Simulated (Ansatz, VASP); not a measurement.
# One calculation of SnO2, two programs

INCAR

```
SYSTEM = SnO2
PREC = Accurate ; ENCUT = 600
EDIFF = 1E-6 ; ISMEAR = -1
SIGMA = 0.05 ; LREAL = .FALSE.
LASPH = .TRUE. ; NELM = 60
ALGO = Normal ; ISIF = 3
LWAVE = .FALSE. ; LCHARG = .FALSE.
GGA = PS ; IBRION = 2
NSW = 80 ; EDIFFG = -0.01
```

The input KPOINTS:

```
regular mesh
0
G
  8 8 8
  0 0 0
```

The input POSCAR:

```
SnO2
1.0
    1.6170930752      0.9336291223      4.8005925840
   -1.6170930752      0.9336291223      4.8005925840
    0.0000000000     -1.8672582446      4.8005925840
Sn O
1 2
Direct
    0.5000000000      0.5000000000      0.5000000000
    0.7628300000      0.7628300000      0.7628300000
    0.2371700000      0.2371700000      0.2371700000
```

The input input.yaml:

```yaml
crystal:
  lattice:
    - [1.6170930752, 0.9336291223, 4.800592584]
    - [-1.6170930752, 0.9336291223, 4.800592584]
    - [0.0, -1.8672582446, 4.800592584]
  atoms:
    - { symbol: Sn, position: [0.5, 0.5, 0.5] }
    - { symbol: O, position: [0.76283, 0.76283, 0.76283] }
    - { symbol: O, position: [0.23717, 0.23717, 0.23717] }
kpoints:
  mp_grid: { grid: [8, 8, 8] }
scf:
  occupations: { method: fermi_dirac, width: 0.05 }
hamiltonian:
  xc: pbesol
  pseudopotentials: { kind: all_electron, lapw: { basis_error: 0.002 } }
output:
  forces: true
  stress: true
relax:
  f_tol: 0.01
  max_steps: 60
  cell: {}
```

Alike in both runs: task relaxation of cell and atoms; functional PBEsol; k mesh 8 × 8 × 8; occupations fermi-dirac, width 0.05 eV; no spin polarisation.

```csv
,VASP,Ansatz
version,VASP 6.6.1,Ansatz 0.2.0
potentials or method,"VASP PAW PBE potentials, release 64 (Sn_d, O), cutoff 600 eV","all-electron LAPW, scalar-relativistic"
```

VASP gave:

* relaxed volume (Å³/atom): 12.95
* relaxed length of the cell vector where the two differ most in proportion (Å): 4.709

Question: What did Ansatz give for the same quantities?

Answer: Relaxed volume (Å³/atom): 13.15; relaxed length of the cell vector where the two differ most in proportion (Å): 4.793.

VASP's potentials were made for PBE, not for PBEsol. Ansatz ran all-electron here, and VASP with PAW potentials.

Noted on Ansatz's run: the k mesh is thin for a metal, which can move the energy by tens of meV per atom.
